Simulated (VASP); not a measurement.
# B2AsN (P6/mmm) in VASP: a series of runs

B2AsN is run at these levels: LDA; tasks: single point, relaxation of cell and atoms.

Everything below comes from runs of VASP 6.6.1. Logs are shortened: lines on timing, memory, paths and dates and some standing lists are left out, and cuts for length are marked.

**1. The cell of the first run**

The structure is hexagonal, space group P6/mmm (No. 191). The conventional cell has a = 3.732 Å, b = 3.732 Å, c = 3.738 Å, α = 90.00°, β = 90.00°, γ = 120.00°. Within 2.9 Å of B (site symmetry -6m2) lie 3 As at 2.15 Å and 3 B at 2.15 Å and 6 N at 2.85 Å. Within 2.5 Å of As (site symmetry 6/mmm) lie 2 N at 1.87 Å and 6 B at 2.15 Å. Within 2.5 Å of N (site symmetry 6/mmm) lie 2 As at 1.87 Å.

**2. Single point, LDA**

The input, INCAR:

```
SYSTEM = B2AsN
  ALGO = Normal
  EDIFF = 1E-6
  ENCUT = 600
  GGA_COMPAT = .FALSE.
  ISIF = 2
  ISMEAR = 0
  LASPH = .TRUE.
  LCHARG = .TRUE.
  LELF = .TRUE.
  LREAL = .FALSE.
  LVHAR = .TRUE.
  LWAVE = .FALSE.
  NBANDS = 21
  NELM = 120
  PREC = Accurate
  SIGMA = 0.1
```

The input, KPOINTS:

```
k-points
0
G
  15 15 12
  0 0 0
```

The input, POSCAR:

```
B2AsN
1.0
    3.7322559801      0.0000000000      0.0000000000
   -1.8661279900      3.2322284922      0.0000000000
    0.0000000000      0.0000000000      3.7376915145
B As N
2 1 1
Direct
    0.3333333333      0.6666666667      0.0000000000
    0.6666666667      0.3333333333      0.0000000000
    0.0000000000      0.0000000000      0.0000000000
    0.0000000000      0.0000000000      0.5000000000
```

Potentials or basis: VASP PAW LDA potentials, release 64 (B, As_d, N).

Started as:

```sh
cat potpaw_LDA.64/B/POTCAR potpaw_LDA.64/As_d/POTCAR potpaw_LDA.64/N/POTCAR > POTCAR
mpirun -np 1 vasp_std > vasp.out
```

OUTCAR:

```text
SYSTEM = B2AsN
   EDIFF = 1E-6
   ENCUT = 600
   ISIF = 2
   ISMEAR = 0
   LASPH = .TRUE.
   LREAL = .FALSE.
   NELM = 120
   PREC = Accurate

 ion  position               nearest neighbor table
   1  0.333  0.667  0.000-   3 2.15   2 2.15   2 2.15   3 2.15   3 2.15   2 2.15
   2  0.667  0.333  0.000-   3 2.15   1 2.15   1 2.15   3 2.15   3 2.15   1 2.15
   3  0.000  0.000  0.000-   4 1.87   4 1.87   1 2.15   2 2.15   1 2.15   2 2.15   2 2.15   1 2.15

   4  0.000  0.000  0.500-   3 1.87   3 1.87

  LATTYP: Found a hexagonal cell.
 ALAT       =     3.7322559801
 C/A-ratio  =     1.0014563670

  Lattice vectors:

 A1 = (   3.7322559801,   0.0000000000,   0.0000000000)
 A2 = (  -1.8661279900,   3.2322284922,   0.0000000000)
 A3 = (   0.0000000000,   0.0000000000,   3.7376915145)

Analysis of symmetry for initial positions (statically):
=====================================================================
 Subroutine PRICEL returns:
 Original cell was already a primitive cell.

 Routine SETGRP: Setting up the symmetry group for a
 hexagonal supercell.

 Subroutine GETGRP returns: Found 24 space group operations
 (whereof 24 operations were pure point group operations)
 out of a pool of 24 trial point group operations.

The static configuration has the point symmetry D_6h.

Analysis of symmetry for dynamics (positions and initial velocities):
=====================================================================
 Subroutine PRICEL returns:
 Original cell was already a primitive cell.

 Routine SETGRP: Setting up the symmetry group for a
 hexagonal supercell.

 Subroutine GETGRP returns: Found 24 space group operations
 (whereof 24 operations were pure point group operations)
 out of a pool of 24 trial point group operations.

The dynamic configuration has the point symmetry D_6h.

 Subroutine INISYM returns: Found 24 space group operations
 (whereof 24 operations are pure point group operations),
 and found     1 'primitive' translations

----------------------------------------------------------------------------------------

                                     Primitive cell

  volume of cell :      45.0897

  direct lattice vectors                    reciprocal lattice vectors
     3.732255980  0.000000000  0.000000000     0.267934463  0.154692034  0.000000000
    -1.866127990  3.232228492  0.000000000     0.000000000  0.309384068  0.000000000
     0.000000000  0.000000000  3.737691514     0.000000000  0.000000000  0.267544819

  length of vectors
     3.732255980  3.732255980  3.737691514     0.309384068  0.309384068  0.267544819

  position of ions in fractional coordinates (direct lattice)
     0.333333333  0.666666667  0.000000000
     0.666666667  0.333333333  0.000000000
     0.000000000  0.000000000  0.000000000
     0.000000000  0.000000000  0.500000000

  ion indices of the primitive-cell ions
   primitive index   ion index
                 1           1
                 2           2
                 3           3
                 4           4

----------------------------------------------------------------------------------------

 KPOINTS: k-points

Automatic generation of k-mesh.
 Grid dimensions read from file:
 generate k-points for:   15   15   12

 Generating k-lattice:

  Cartesian coordinates                     Fractional coordinates (reciprocal lattice)
     0.017862298  0.010312802  0.000000000     0.066666667  0.000000000  0.000000000
     0.000000000  0.020625605  0.000000000     0.000000000  0.066666667  0.000000000
     0.000000000  0.000000000  0.022295402     0.000000000  0.000000000  0.083333333

  Length of vectors
     0.020625605  0.020625605  0.022295402

  Shift w.r.t. Gamma in fractional coordinates (k-lattice)
     0.000000000  0.000000000  0.000000000

 Subroutine IBZKPT returns following result:
 ===========================================

 Found    189 irreducible k-points:

 Following reciprocal coordinates:
            Coordinates               Weight
  0.000000  0.000000  0.000000      1.000000
  0.066667  0.000000  0.000000      6.000000
  0.133333 -0.000000  0.000000      6.000000
  0.200000 -0.000000  0.000000      6.000000
  0.266667 -0.000000  0.000000      6.000000
  0.333333 -0.000000  0.000000      6.000000
[... 16 lines left out ...]
  0.333333  0.200000  0.000000     12.000000
  0.400000  0.200000  0.000000      6.000000
 [... further k-points ...]
   k-points           NKPTS =    189   k-points in BZ     NKDIM =    189   number of bands    NBANDS=     21
   number of dos      NEDOS =    301   number of ions     NIONS =      4
   total plane-waves  NPLWV =  27000
   dimension x,y,z NGX =    30 NGY =   30 NGZ =   30
   dimension x,y,z NGXF=    60 NGYF=   60 NGZF=   60
   ions per type =               2   1   1
   NGX,Y,Z   is equivalent  to a cutoff of  13.36, 13.36, 13.34 a.u.
   NGXF,Y,Z  is equivalent  to a cutoff of  26.73, 26.73, 26.69 a.u.
 SYSTEM =  B2AsN
   PREC   = accura    normal or accurate (medium, high low for compatibility)
   ISTART =      0    job   : 0-new  1-cont  2-samecut
   ICHARG =      2    charge: 1-file 2-atom 10-const
   ISPIN  =      1    spin polarized calculation?
   LNONCOLLINEAR =      F non collinear calculations
   LSORBIT =      F    spin-orbit coupling
   LASPH  =      T    aspherical Exc in radial PAW
   ENCUT  =  600.0 eV  44.10 Ry    6.64 a.u.   7.45  7.45  7.47*2*pi/ulx,y,z
   NELM   =    120;   NELMIN=  2; NELMDL= -5     # of ELM steps
   EDIFF  = 0.1E-05   stopping-criterion for ELM
   LREAL  =      F    real-space projection
   EDIFFG = 0.1E-04   stopping-criterion for IOM
   NSW    =      0    number of steps for IOM
   IBRION =     -1    ionic relax: 0-MD 1-quasi-New 2-CG
   NFREE  =      0    steps in history (QN), initial steepest desc. (CG)
   ISIF   =      2    stress and relaxation
   ISYM   =      2    0-nonsym 1-usesym 2-fastsym
   POTIM  = 0.5000    time-step for ionic-motion
   TEBEG  =    0.0;   TEEND  =   0.0 temperature during run
   PSTRESS=    0.0 pullay stress
   NELECT =      26.0000    total number of electrons
   NUPDOWN=      -1.0000    fix difference up-down
   EMIN   =  10.00;   EMAX   =-10.00  energy-range for DOS
   EFERMI =   0.00;   METHOD = LEGACY
   ISMEAR =     0;   SIGMA  =   0.10  broadening in eV -4-tet -1-fermi 0-gaus
   EFERMI_NEDOS =   21; number of points for ismear=-14 and -15
   IALGO  =     38    algorithm
   IMIX   =      4    mixing-type and parameters
     AMIX     =   0.40;   BMIX     =  1.00
     AMIX_MAG =   1.60;   BMIX_MAG =  1.00
  volume/ion in A,a.u.               =      11.27        76.07
  Fermi-wavevector in a.u.,A,eV,Ry     =   1.362616  2.574972 25.262259  1.856724
  Thomas-Fermi vector in A             =   2.489091
   LORBIT       =      0    0 simple, 1 ext, 2 COOP (PROOUT), +10 PAW based schemes
   GGA     = CA    functional components
   LHFCALC =     F    Hartree Fock is set to
   AEXX    =    0.0000 exact exchange contribution
   IVDW    =     0    specifies the selected vdW correction
   LEPSILON=     F    determine dielectric tensor
   LRPA    =     F    only Hartree local field effects (RPA)
 non-spin polarized calculation
 Gauss-broadening in eV      SIGMA  =   0.10
  energy-cutoff  :      600.00
  volume of cell :       45.09
 maximum number of plane-waves:      1533
 NGX is ok and might be reduce to    30
   NGX = 15   NGY = 15   NGZ = 15

 number of electron      26.0000002 magnetization

 Free energy of the ion-electron system (eV)
  ---------------------------------------------------
  ext. energy  EPLUGINS =         0.00000000
  ---------------------------------------------------
  free energy    TOTEN  =       -20.86166180 eV

  energy without entropy =      -20.85566365  energy(sigma->0) =      -20.85866272

 E-fermi :   4.6938     XC(G=0): -11.3247

 val. band max:        4.6781472164   @ k =   0.4000   0.2000   0.0000
 cond. band min:       4.6995731019   @ k =   0.2000   0.0667   0.0000
 fundamental gap:      0.0214258855
 Fermi energy:         4.6938415465

 k-point     1 :       0.0000    0.0000    0.0000
  band No.  band energies     occupation
      1     -32.2985      2.00000
      2     -32.2980      2.00000
      3     -32.2980      2.00000
      4     -32.2343      2.00000
      5     -32.2343      2.00000
      6     -13.1314      2.00000
[... 13 lines left out ...]
     20      16.6371      0.00000
     21      16.6371      0.00000

 k-point     2 :       0.0667    0.0000    0.0000
  band No.  band energies     occupation
      1     -32.2984      2.00000
      2     -32.2979      2.00000
      3     -32.2977      2.00000
      4     -32.2343      2.00000
      5     -32.2343      2.00000
      6     -13.0973      2.00000
[... 13 lines left out ...]
     20      16.4176      0.00000
     21      16.4314      0.00000

 k-point     3 :       0.1333   -0.0000    0.0000
  band No.  band energies     occupation
      1     -32.2983      2.00000
      2     -32.2975      2.00000
      3     -32.2970      2.00000
      4     -32.2345      2.00000
      5     -32.2343      2.00000
      6     -12.9977      2.00000
[... 13 lines left out ...]
     20      15.9543      0.00000
     21      16.1483      0.00000
[... 457 lines left out ...]
 k-point    23 :       0.3333    0.2000    0.0000
  band No.  band energies     occupation
      1     -32.2968      2.00000
      2     -32.2944      2.00000
      3     -32.2924      2.00000
      4     -32.2356      2.00000
      5     -32.2349      2.00000
      6     -12.0832      2.00000
[... 13 lines left out ...]
     20      15.1275      0.00000
     21      15.1881      0.00000

 k-point    24 :       0.4000    0.2000    0.0000
  band No.  band energies     occupation
      1     -32.2968      2.00000
      2     -32.2940      2.00000
      3     -32.2924      2.00000
      4     -32.2356      2.00000
      5     -32.2350      2.00000
      6     -12.0358      2.00000
[... 13 lines left out ...]
     20      14.5433      0.00000
     21      15.1694      0.00000

 [... further k-points ...]

------------------------ aborting loop because EDIFF is reached ----------------------------------------

  FORCE on cell =-STRESS in cart. coord.  units (eV):
  Direction    XX          YY          ZZ          XY          YZ          ZX
  --------------------------------------------------------------------------------------
  -------------------------------------------------------------------------------------
  Total        0.0668645      0.0668645      0.2157753      0.0000000     -0.0000000      0.0000000
  in kB        2.3759053      2.3759053      7.6671747      0.0000000     -0.0000000      0.0000000
  external PRESSURE =       4.1396618 kB  Pullay stress =       0.0000000 kB

 VOLUME and BASIS-vectors are now :
 -----------------------------------------------------------------------------
  energy-cutoff  :      600.00
  volume of cell :       45.09
      direct lattice vectors                 reciprocal lattice vectors
     3.732255980  0.000000000  0.000000000     0.267934463  0.154692034  0.000000000
    -1.866127990  3.232228492  0.000000000     0.000000000  0.309384068  0.000000000
     0.000000000  0.000000000  3.737691514     0.000000000  0.000000000  0.267544819

 POSITION                                       TOTAL-FORCE (eV/Angst)
 -----------------------------------------------------------------------------------
     -0.00000      2.15482      0.00000         0.000000      0.000000     -0.000000
      1.86613      1.07741      0.00000        -0.000000      0.000000      0.000000
      0.00000      0.00000      0.00000         0.000000      0.000000      0.000000
      0.00000      0.00000      1.86885         0.000000      0.000000      0.000000
 -----------------------------------------------------------------------------------
    total drift:                                0.000000     -0.000000      0.000000

  FREE ENERGIE OF THE ION-ELECTRON SYSTEM (eV)
  ---------------------------------------------------
  free  energy   TOTEN  =       -20.8616617983 eV

  energy  without entropy=      -20.8556636482  energy(sigma->0) =      -20.85866272
```

Wall time 1.9 min (1 thread of Intel Xeon Platinum 8488C (Sapphire Rapids), shared host); peak memory 0.32 GiB.

What came out:

* Free energy: -20.8617 eV
* Pressure: 0.4 GPa
* Band gap on the k mesh: zero (bands 13 and 14 overlap by 3.73 eV)

Levels at points of the mesh, in eV from the Fermi level:
```csv
k point,band 11,band 12,band 13,band 14,band 15,band 16
"(0.00, 0.00, 0.00)",-3.17,-3.17,-1.13,0.34,0.54,0.82
"(0.00, 0.00, 0.50)",-2.99,-2.99,-2.27,-1.60,-1.60,1.00
```

**3. Relaxation of cell and atoms, LDA**

This run uses another cell than the first one, of 11.21 Å³/atom.

The input, INCAR:

```
SYSTEM = B2AsN
  PREC = Accurate
  ENCUT = 600
  EDIFF = 1E-6
  ISMEAR = 0
  SIGMA = 0.1
  LREAL = .False.
  LASPH = .True.
  NELM = 80
  ALGO = Normal
  ISIF = 3
  LWAVE = .False.
  LCHARG = .False.
  GGA = CA
  IBRION = 2
  NSW = 100
  EDIFFG = -0.005
```

The input, KPOINTS:

```
Automatic mesh
0
Gamma
  15 15 12
  0 0 0
```

The input, POSCAR:

```
B2AsN
1.0
    3.7260976465      0.0000000000      0.0000000000
   -1.8630488232      3.2268952189      0.0000000000
    0.0000000000      0.0000000000      3.7303920068
B As N
2 1 1
Direct
    0.3333333333      0.6666666667      0.0000000000
    0.6666666667      0.3333333333      0.0000000000
    0.0000000000      0.0000000000      0.0000000000
    0.0000000000      0.0000000000      0.5000000000
```

Potentials or basis: VASP PAW LDA potentials, release 64 (B, As, N).

Started as:

```sh
cat potpaw_LDA.64/B/POTCAR potpaw_LDA.64/As/POTCAR potpaw_LDA.64/N/POTCAR > POTCAR
mpirun -np 1 vasp_std > vasp.out
```

Run time: 1.7 min. Hardware: 1 thread of Intel Xeon Platinum 8481C at 2.70GHz (Sapphire Rapids), shared host; peak memory 0.27 GiB.

Results (log left out):

```yaml
Free_energy: -20.8384 eV
Relaxed_volume: 11.37 Å³/atom
Relaxed_cell: a = 3.741 Å, b = 3.741 Å, c = 3.751 Å, α = 90.00°, β = 90.00°, γ = 120.00°
Space_group_after_relaxing_to_0.1_Å: P6/mmm (No. 191)
Energy_gained_by_relaxing: 0.9 meV/atom
Ionic_steps: 4
Pressure_after_relaxing: 0.0 GPa
Band_gap_on_the_k_mesh: zero (bands 8 and 9 overlap by 3.66 eV)
```

The path:
```csv
step,energy change (eV),largest force (eV/Å),pressure (GPa),volume (Å³)
1,0.0000,0.0000,1.86,44.85
2,-0.0028,0.0000,-0.76,45.71
3,-0.0036,0.0000,0.06,45.43
4,-0.0037,0.0000,0.00,45.46
```

Final structure:
```
B As N
1.0
     3.74112    0.00000    0.00000
    -1.87056    3.23990    0.00000
     0.00000    0.00000    3.75082
B As N
2 1 1
Direct
  0.33333 0.66667 0.00000
  0.66667 0.33333 0.00000
  0.00000 0.00000 0.00000
  0.00000 0.00000 0.50000
```

Levels at points of the mesh, in eV from the Fermi level:
| k point | band 4 | band 5 | band 6 | band 7 | band 8 | band 9 | band 10 | band 11 | band 12 |
| --- | --- | --- | --- | --- | --- | --- | --- | --- | --- |
| (0.00, 0.00, 0.00) | -5.09 | -5.09 | -3.15 | -3.15 | -1.15 | 0.35 | 0.50 | 0.82 | 0.82 |
| (0.00, 0.00, 0.50) | -3.88 | -3.88 | -2.97 | -2.97 | -2.25 | -1.56 | -1.56 | 0.95 | 3.87 |
